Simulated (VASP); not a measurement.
Input of a VASP 6.6.1 run:

File INCAR:

```
SYSTEM = Au
ALGO     = Fast           ! electronic algorithm
EDIFF    = 1E-7           ! SCF threshold, eV
ENCUT    = 520            ! plane-wave cutoff, eV
GGA      = PE             ! functional
ISIF     = 2              ! what is computed and relaxed
ISMEAR   = 0              ! smearing method
LASPH    = .TRUE.         ! aspherical terms in the spheres
LCHARG   = .FALSE.        ! write CHGCAR
LREAL    = .FALSE.        ! projectors in reciprocal space
LWAVE    = .FALSE.        ! write WAVECAR
NBANDS   = 30             ! bands
NELM     = 100            ! most SCF steps
PREC     = Accurate       ! precision mode
SIGMA    = 0.1            ! smearing width, eV
```

Contents of KPOINTS:

```
k-points
0
G
  18 18 6
  0 0 0
```

Contents of POSCAR:

```
Au
1.0
    2.9316445972      0.0000000000      0.0000000000
   -1.4658222986      2.5388786960      0.0000000000
    0.0000000000      0.0000000000      9.6633781677
Au
4
Direct
    0.0000000000      0.0000000000      0.0000000000
    0.0000000000      0.0000000000      0.5000000000
    0.3333333333      0.6666666667      0.2500000000
    0.6666666667      0.3333333333      0.7500000000
```

Potentials or basis: VASP PAW PBE potentials, release 64 (Au).

Run with:

```console
$ cat potpaw_PBE.64/Au/POTCAR > POTCAR
$ mpirun -np 1 vasp_std > vasp.out
```

Problem. Estimate the band gap on the k mesh.

Solution. Zero (bands 22 and 23 overlap by 5.01 eV).

Problem. Predict the pressure.

Solution. -0.2 GPa.

Caveat: spin-orbit coupling is left out, which moves the levels of the heavy elements.
